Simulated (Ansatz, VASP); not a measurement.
**One calculation of WSe2, two programs**

INCAR

```
ALGO = Normal ; DIPOL = 0.5 0.5 0.500
EDIFF = 1E-7 ; ENCUT = 520
GGA = PE ; IDIPOL = 3
ISIF = 2 ; ISMEAR = 0
IVDW = 12 ; LASPH = True
LCHARG = True ; LDIPOL = True
LELF = True ; LREAL = False
LVACPOTAV = True ; LVHAR = True
LWAVE = False ; NBANDS = 20
NELM = 60 ; PREC = Accurate
SIGMA = 0.02
```

File KPOINTS:

```
k-points
0
Gamma
  9 9 1
```

Contents of POSCAR:

```
WSe2
1.0
    3.2420000000      0.0000000000      0.0000000000
   -1.6210000000      2.8076543591      0.0000000000
    0.0000000000      0.0000000000     32.7373831004
Se W
2 1
Direct
    0.3333333333      0.6666666667      0.4494309000
    0.3333333333      0.6666666667      0.5505691000
    0.6666666667      0.3333333333      0.5000000000
```

Input for Ansatz:

```yaml
crystal:
  lattice:
    - [3.242, 0.0, 0.0]
    - [-1.621, 2.8076543591, 0.0]
    - [0.0, 0.0, 32.7373831004]
  atoms:
    - { symbol: Se, position: [0.3333333333, 0.6666666667, 0.4494309] }
    - { symbol: W, position: [0.6666666667, 0.3333333333, 0.5] }
    - { symbol: Se, position: [0.3333333333, 0.6666666667, 0.5505691] }
  periodic: [true, true, false]
basis:
  ecutwfc: 420
kpoints:
  mp_grid: { grid: [9, 9, 1] }
hamiltonian:
  xc: pbe
  pseudopotentials: { kind: paw, azcp: { folder: soft_1 } }
  dispersion: d3bj
scf:
  occupations: { method: gaussian, width: 0.02 }
output:
  forces: true
  stress: true
  eigenvalues: true
```

Alike in both runs: task single point; functional PBE; dispersion D3(BJ); k mesh 9 × 9 × 1; occupations gaussian, width 0.02 eV; no spin polarisation.

|  | VASP | Ansatz |
| --- | --- | --- |
| version | VASP 6.6.1 | Ansatz 0.2.0 |
| potentials or method | VASP PAW PBE potentials, release 64 (Se, W_sv), cutoff 520 eV | scalar-relativistic, plane waves, PAW |
| valence electrons in the cell | 26 | 46 |

Ansatz gave:

- gap on the k mesh at the Fermi level (eV): 1.76
- least direct gap on the mesh (eV): 1.76
- rms of the force components (eV/Å): 0.401

Problem. What did VASP give for the same quantities?

Solution. gap on the k mesh at the Fermi level (eV): 1.75; least direct gap on the mesh (eV): 1.75; rms of the force components (eV/Å): 0.428.

VASP's potentials hold 26 valence electrons a cell and Ansatz's 46, so a difference there can come from the potentials and not from the codes.

Spin-orbit coupling is off throughout.
